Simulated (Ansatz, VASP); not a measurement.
**Ga2O3 in VASP and in Ansatz**

```
Ga O
1.0
     6.06710   -1.50796    0.00553
     6.06710    1.50796    0.00553
    -1.37183    0.00000    5.58521
Ga O
4 6
Cartesian
  0.0098 0.0000 4.4416
  10.7525 0.0000 1.1547
  7.5639 0.0000 1.7627
  3.1985 0.0000 3.8336
  1.8605 0.0000 0.6126
  8.9019 0.0000 4.9837
  1.3289 0.0000 3.1419
  9.4335 0.0000 2.4544
  5.6728 0.0000 1.4341
  5.0896 0.0000 4.1621
```

Alike in both runs: functional LDA; k mesh 6 × 6 × 5; no spin polarisation.

Ansatz relaxed the structure, and its values are those at the end. VASP's run is a single point on that final structure, the one shown.

```csv
,VASP,Ansatz
version,VASP 6.6.1,Ansatz 0.2.0
potentials or method,"VASP PAW LDA potentials, release 64 (Ga_d, O)","scalar-relativistic, plane waves, PAW"
plane-wave cutoff (eV),520,420
occupations,"gaussian, width 0.01 eV",fixed
valence electrons in the cell,88,88
```

```tsv
	VASP	Ansatz	Ansatz less VASP
gap on the k mesh at the Fermi level (eV)	2.53	2.52	-0.011
least direct gap on the mesh (eV)	2.53	2.52	-0.011
pressure (GPa)	1.8	0.0	-1.84
rms of the force components (eV/Å)	0.028	0.000	-0.0281
```

LDA's correlation is that of Perdew and Zunger in VASP and of Perdew and Wang (1992) in Ansatz.
